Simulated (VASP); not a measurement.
# Sr in VASP: a series of runs, part 2 of 2

VASP 6.6.1.

**3. Relaxation of cell and atoms, PBE**

This run uses another cell than the first one: it holds 1 atom, not 6.

INCAR

```
SYSTEM = Sr
PREC = Accurate
ENCUT = 600
EDIFF = 1E-7
ISMEAR = 0
SIGMA = 0.01
LREAL = .FALSE.
LASPH = .TRUE.
NELM = 100
ALGO = Normal
ISIF = 3
LWAVE = .FALSE.
LCHARG = .FALSE.
GGA = PE
IBRION = 2
NSW = 100
EDIFFG = -0.01
```

KPOINTS

```
regular mesh
0
G
  12 12 12
  0 0 0
```

POSCAR

```
Sr
1.0
   -2.1852687948      2.1852687948      2.8541325453
    2.1852687948     -2.1852687948      2.8541325453
    2.1852687948      2.1852687948     -2.8541325453
Sr
1
Direct
    0.5000000000      0.5000000000      0.0000000000
```

Potentials or basis: VASP PAW PBE potentials, release 64 (Sr_sv).

On the command line:

```bash
cat potpaw_PBE.64/Sr_sv/POTCAR > POTCAR
mpirun -np 1 vasp_std > vasp.out
```

OUTCAR:

```text
SYSTEM = Sr
   PREC = Accurate
   ENCUT = 600
   EDIFF = 1E-7
   ISMEAR = 0
   LREAL = .FALSE.
   LASPH = .TRUE.
   NELM = 100
   ISIF = 3
   GGA = PE
   IBRION = 2
   NSW = 100
   EDIFFG = -0.01

 ion  position               nearest neighbor table
   1  0.500  0.500  0.000-

  LATTYP: Found a body centered tetragonal cell.
 ALAT       =     4.3705375896
 C/A-ratio  =     1.3060784797

  Lattice vectors:

 A1 = (  -2.1852687948,   2.1852687948,   2.8541325453)
 A2 = (   2.1852687948,  -2.1852687948,   2.8541325453)
 A3 = (   2.1852687948,   2.1852687948,  -2.8541325453)

Analysis of symmetry for initial positions (statically):
=====================================================================
 Subroutine PRICEL returns:
 Original cell was already a primitive cell.

 Routine SETGRP: Setting up the symmetry group for a
 body centered tetragonal supercell.

 Subroutine GETGRP returns: Found 16 space group operations
 (whereof 16 operations were pure point group operations)
 out of a pool of 16 trial point group operations.

The static configuration has the point symmetry D_4h.

Analysis of symmetry for dynamics (positions and initial velocities):
=====================================================================
 Subroutine PRICEL returns:
 Original cell was already a primitive cell.

 Routine SETGRP: Setting up the symmetry group for a
 body centered tetragonal supercell.

 Subroutine GETGRP returns: Found 16 space group operations
 (whereof 16 operations were pure point group operations)
 out of a pool of 16 trial point group operations.

The dynamic configuration has the point symmetry D_4h.

[... 137 lines left out ...]

 number of electron      10.0000000 magnetization

 Free energy of the ion-electron system (eV)
  ---------------------------------------------------
  ext. energy  EPLUGINS =         0.00000000
  ---------------------------------------------------
  free energy    TOTEN  =        -1.63444957 eV

  energy without entropy =       -1.63439436  energy(sigma->0) =       -1.63442196

------------------------ aborting loop because EDIFF is reached ----------------------------------------

  FORCE on cell =-STRESS in cart. coord.  units (eV):
  Direction    XX          YY          ZZ          XY          YZ          ZX
  --------------------------------------------------------------------------------------
  -------------------------------------------------------------------------------------
  Total       -0.0304440     -0.0304440      0.0488714      0.0000000     -0.0000000      0.0000000
  in kB       -0.8946822     -0.8946822      1.4362223      0.0000000     -0.0000000      0.0000000
  external PRESSURE =      -0.1177140 kB  Pullay stress =       0.0000000 kB
[... 86 lines left out ...]
  FREE ENERGIE OF THE ION-ELECTRON SYSTEM (eV)
  ---------------------------------------------------
  free  energy   TOTEN  =        -1.6351838738 eV

  energy  without entropy=       -1.6351111511  energy(sigma->0) =       -1.63514751

[... ionic steps 4 to 7 ...]

--------------------------------------- Ionic step        8  -------------------------------------------

 number of electron      10.0000000 magnetization

------------------------ aborting loop because EDIFF is reached ----------------------------------------
[... 65 lines left out ...]
--------------------------------------- Ionic step       10  -------------------------------------------

 number of electron      10.0000000 magnetization

 Free energy of the ion-electron system (eV)
  ---------------------------------------------------
  ext. energy  EPLUGINS =         0.00000000
  ---------------------------------------------------
  free energy    TOTEN  =        -1.63630652 eV

  energy without entropy =       -1.63621058  energy(sigma->0) =       -1.63625855

 E-fermi :   1.6270     XC(G=0):  -7.3801

 val. band max:        1.6215476733   @ k =   0.3333   0.1667   0.1667
 cond. band min:       1.6295671208   @ k =   0.4167   0.2500   0.0000
 fundamental gap:      0.0080194475
 Fermi energy:         1.6269731161

 k-point     1 :       0.0000    0.0000    0.0000
  band No.  band energies     occupation
      1     -34.9733      2.00000
      2     -16.8606      2.00000
      3     -16.8595      2.00000
      4     -16.8595      2.00000
      5      -2.0408      2.00000
      6       3.9343      0.00000
      7       3.9989      0.00000
      8       3.9989      0.00000
      9       5.5110      0.00000
[... 265 lines left out ...]
 k-point    24 :      -0.4167    0.1667    0.0000
  band No.  band energies     occupation
      1     -34.9592      2.00000
      2     -17.0213      2.00000
      3     -16.9064      2.00000
      4     -16.9001      2.00000
      5       0.1006      2.00000
      6       2.2042      0.00000
      7       3.3753      0.00000
      8       4.2718      0.00000
      9       5.6585      0.00000

 [... further k-points ...]
[... 5 lines left out ...]
  --------------------------------------------------------------------------------------
  -------------------------------------------------------------------------------------
  Total        0.0050721      0.0050721      0.0025913      0.0000000     -0.0000000      0.0000000
  in kB        0.1493127      0.1493127      0.0762808      0.0000000     -0.0000000      0.0000000
  external PRESSURE =       0.1249687 kB  Pullay stress =       0.0000000 kB
[... 16 lines left out ...]
  FREE ENERGIE OF THE ION-ELECTRON SYSTEM (eV)
  ---------------------------------------------------
  free  energy   TOTEN  =        -1.6363065210 eV

  energy  without entropy=       -1.6362105812  energy(sigma->0) =       -1.63625855

 reached required accuracy - stopping structural energy minimisation
```

CONTCAR:

```text
Sr
   1.00000000000000
    -2.1181901483637797    2.1181901483637797    3.0326017401801915
     2.1181901483637797   -2.1181901483637797    3.0326017401801915
     2.1181901483637797    2.1181901483637797   -3.0326017401801915
  Sr
     1
Direct
     0.5000000000000000    0.5000000000000000    0.0000000000000000

  0.00000000E+00  0.00000000E+00  0.00000000E+00
```

It took 9.2 min on 1 thread of AMD EPYC 7R13 (Zen 3), shared host; peak memory 0.24 GiB.

What came out:

```
Free energy                            : -1.6363 eV
Relaxed volume                         : 54.43 Å³/atom
Relaxed cell                           : a = 4.263 Å, b = 4.263 Å, c = 4.263 Å, α = 120.41°, β = 120.41°, γ = 89.30°
Space group after relaxing (to 0.05 Å) : I4/mmm (No. 139)
Energy gained by relaxing              : 1.9 meV/atom
Ionic steps                            : 10
Pressure after relaxing                : 0.0 GPa
Band gap on the k mesh                 : zero (band 5 reaches 1.68 eV, above the bottom of band 6 at 1.63 eV)
```

The path:
| step | energy change (eV) | largest force (eV/Å) | pressure (GPa) | volume (Å³) |
| --- | --- | --- | --- | --- |
| 1 | 0.0000 | 0.0000 | -0.01 | 54.52 |
| 2 | -0.0002 | 0.0000 | 0.00 | 54.49 |
| 3 | -0.0007 | 0.0000 | 0.02 | 54.39 |
| 4 | -0.0015 | 0.0000 | 0.07 | 54.18 |
| 5 | -0.0014 | 0.0000 | 0.19 | 53.70 |
| 6 | -0.0016 | 0.0000 | 0.14 | 53.89 |
| 7 | -0.0018 | 0.0000 | 0.06 | 54.22 |
| 8 | -0.0018 | 0.0000 | 0.05 | 54.25 |
| 9 | -0.0018 | 0.0000 | 0.04 | 54.30 |
| 10 | -0.0019 | 0.0000 | 0.01 | 54.43 |

Final structure:
```
Sr
1.0
    -2.11819    2.11819    3.03260
     2.11819   -2.11819    3.03260
     2.11819    2.11819   -3.03260
Sr
1
Direct
  0.50000 0.50000 0.00000
```

**4. Single point, PBE**

This run uses another cell than the first one: it holds 1 atom, not 6.

INCAR

```
SYSTEM = Sr
PREC     = Accurate       ! precision mode
ENCUT    = 520            ! plane-wave cutoff, eV
EDIFF    = 1E-6           ! SCF threshold, eV
ISMEAR   = 0              ! smearing method
SIGMA    = 0.1            ! smearing width, eV
LREAL    = .FALSE.        ! projectors in reciprocal space
LASPH    = .TRUE.         ! aspherical terms in the spheres
NELM     = 100            ! most SCF steps
ALGO     = Normal         ! electronic algorithm
ISIF     = 2              ! what is computed and relaxed
LWAVE    = .FALSE.        ! write WAVECAR
LCHARG   = .FALSE.        ! write CHGCAR
GGA      = PE             ! functional
NBANDS   = 11             ! bands
```

KPOINTS

```
regular mesh
0
G
  6 6 6
  0 0 0
```

POSCAR is that of step 3.

On the command line:

```bash
cat potpaw_PBE.64/Sr_sv/POTCAR > POTCAR
mpirun -np 1 vasp_std > vasp.out
```

It took 10 s on 1 thread of AMD EPYC 7R13 (Zen 3), shared host; peak memory 0.14 GiB.

The run converged, but its numbers aren't listed here, since they failed a check.

Caveat: the mesh shows a gap though the element is a metal.

**5. Relaxation of cell and atoms, PBE**

This run uses another cell than the first one: it holds 1 atom, not 6.

INCAR

```
  PREC = Accurate
  ENCUT = 600
  EDIFF = 1E-6
  ISMEAR = 0
  SIGMA = 0.1
  LREAL = F
  LASPH = T
  NELM = 100
  ALGO = Normal
  ISIF = 3
  LWAVE = F
  LCHARG = F
  GGA = PE
  IBRION = 2
  NSW = 90
  EDIFFG = -0.04
```

KPOINTS

```
regular mesh
0
Gamma
  6 6 6
```

POSCAR is that of step 4.

Potentials or basis: VASP PAW PBE potentials, release 64 (Sr_sv).

On the command line:

```bash
cat potpaw_PBE.64/Sr_sv/POTCAR > POTCAR
mpirun -np 1 vasp_std > vasp.out
```

OUTCAR:

```text
PREC = Accurate
   ENCUT = 600
   EDIFF = 1E-6
   ISMEAR = 0
   LREAL = F
   LASPH = T
   NELM = 100
   ISIF = 3
   GGA = PE
   IBRION = 2
   NSW = 90
   EDIFFG = -0.04

 ion  position               nearest neighbor table
   1  0.500  0.500  0.000-

  LATTYP: Found a body centered tetragonal cell.
 ALAT       =     4.3705375896
 C/A-ratio  =     1.3060784797

  Lattice vectors:

 A1 = (  -2.1852687948,   2.1852687948,   2.8541325453)
 A2 = (   2.1852687948,  -2.1852687948,   2.8541325453)
 A3 = (   2.1852687948,   2.1852687948,  -2.8541325453)

Analysis of symmetry for initial positions (statically):
=====================================================================
 Subroutine PRICEL returns:
 Original cell was already a primitive cell.

[... 422 lines left out ...]
  energy without entropy =       -1.61890901  energy(sigma->0) =       -1.62292675

 E-fermi :   1.6517     XC(G=0):  -7.3793

 val. band max:        1.6291662184   @ k =   0.5000   0.5000   0.5000
 cond. band min:       1.6683319743   @ k =   0.3333   0.3333   0.0000
 fundamental gap:      0.0391657558
 Fermi energy:         1.6516784452

 k-point     1 :       0.0000    0.0000    0.0000
  band No.  band energies     occupation
      1     -34.9792      2.00000
      2     -16.8669      2.00000
      3     -16.8669      2.00000
      4     -16.8581      2.00000
      5      -2.0373      2.00000
      6       3.8418      0.00000
      7       3.8418      0.00000
      8       4.5418      0.00000
      9       4.7878      0.00000
[... 265 lines left out ...]
 k-point    24 :      -0.1667   -0.3333    0.1667
  band No.  band energies     occupation
      1     -34.9651      2.00000
      2     -17.0020      2.00000
      3     -16.9270      2.00000
      4     -16.8978      2.00000
      5      -0.2239      2.00000
      6       2.5175      0.00000
      7       3.7616      0.00000
      8       4.1848      0.00000
      9       5.0828      0.00000

 [... further k-points ...]
[... 5 lines left out ...]
  --------------------------------------------------------------------------------------
  -------------------------------------------------------------------------------------
  Total        0.0127158      0.0127158     -0.0242453      0.0000000      0.0000000      0.0000000
  in kB        0.3742325      0.3742325     -0.7135519      0.0000000      0.0000000      0.0000000
  external PRESSURE =       0.0116377 kB  Pullay stress =       0.0000000 kB
[... 16 lines left out ...]
  FREE ENERGIE OF THE ION-ELECTRON SYSTEM (eV)
  ---------------------------------------------------
  free  energy   TOTEN  =        -1.6269444865 eV

  energy  without entropy=       -1.6189090127  energy(sigma->0) =       -1.62292675

 reached required accuracy - stopping structural energy minimisation
```

It took 78 s on 1 thread of AMD EPYC 7R13 (Zen 3), shared host; peak memory 0.17 GiB.

What came out:

```
Free energy                            : -1.6269 eV
Relaxed volume                         : 54.44 Å³/atom
Relaxed cell                           : a = 4.152 Å, b = 4.152 Å, c = 4.152 Å, α = 113.24°, β = 113.24°, γ = 102.17°
Space group after relaxing (to 0.05 Å) : I4/mmm (No. 139)
Energy gained by relaxing              : 4.7 meV/atom
Ionic steps                            : 8
Pressure after relaxing                : 0.0 GPa
Band gap on the k mesh                 : zero (band 5 reaches 1.67 eV, above the bottom of band 6 at 1.63 eV)
```

Stress tensor (GPa, compression positive):
```
 0.04  0.00  0.00
 0.00  0.04  0.00
 0.00  0.00 -0.07
```

The path:
```csv
step,energy change (eV),largest force (eV/Å),pressure (GPa),volume (Å³)
1,0.0000,0.0000,0.08,54.52
2,-0.0004,0.0000,0.04,54.74
3,-0.0011,0.0000,-0.12,55.40
4,-0.0012,0.0000,-0.16,55.66
5,-0.0015,0.0000,-0.15,55.61
6,-0.0022,0.0000,-0.13,55.47
7,-0.0034,0.0000,-0.09,55.16
8,-0.0047,0.0000,0.00,54.44
```

Final structure:
```yaml
crystal:
  lattice:
    - [-2.28441, 2.28441, 2.60798]
    - [2.28441, -2.28441, 2.60798]
    - [2.28441, 2.28441, -2.60798]
  atoms:
    - { symbol: Sr, position: [0.50000, 0.50000, 0.00000] }
```

Levels at points of the mesh, in eV from the Fermi level:
| k point | band 1 | band 2 | band 3 | band 4 | band 5 | band 6 | band 7 | band 8 | band 9 |
| --- | --- | --- | --- | --- | --- | --- | --- | --- | --- |
| (0.00, 0.00, 0.00) | -36.63 | -18.52 | -18.52 | -18.51 | -3.69 | 2.19 | 2.19 | 2.89 | 3.14 |
| (0.50, 0.00, 0.00) | -36.62 | -18.72 | -18.58 | -18.52 | -1.11 | 0.10 | 1.50 | 3.00 | 4.32 |
| (0.50, 0.50, 0.00) | -36.61 | -18.72 | -18.59 | -18.54 | -0.89 | 0.49 | 0.71 | 4.13 | 4.53 |
| (0.50, 0.50, 0.50) | -36.60 | -18.69 | -18.64 | -18.64 | -0.35 | -0.02 | 2.50 | 4.25 | 4.25 |

**6. The runs side by side**

| cell | k mesh | smearing | gap on the mesh (eV) | pressure (GPa) | relaxed volume (Å³/atom) |
| --- | --- | --- | --- | --- | --- |
| relaxed from a = 4.301, b = 7.297, c = 10.559 Å, angles 85.3, 89.8, 89.9°, 6 atoms | 4 × 4 × 2 | gaussian 0.1 eV | none | 0.0 | 55.10 |
| relaxed from a = 4.207 Å, angles 117.4, 117.4, 94.6°, 1 atom | 12 × 12 × 12 | gaussian 0.01 eV | none | 0.0 | 54.43 |
| relaxed from a = 4.207 Å, angles 117.4, 117.4, 94.6°, 1 atom | 6 × 6 × 6 | gaussian 0.1 eV | none | 0.0 | 54.44 |

Alike in all rows: task relaxation of cell and atoms; level PBE; potentials or basis VASP PAW PBE potentials, release 64 (Sr_sv); no spin polarisation; cutoff (eV) 600.

Caveats: some runs use coarse meshes.

Total energies depend on the potentials used, so only differences within one code and one set of settings carry meaning.
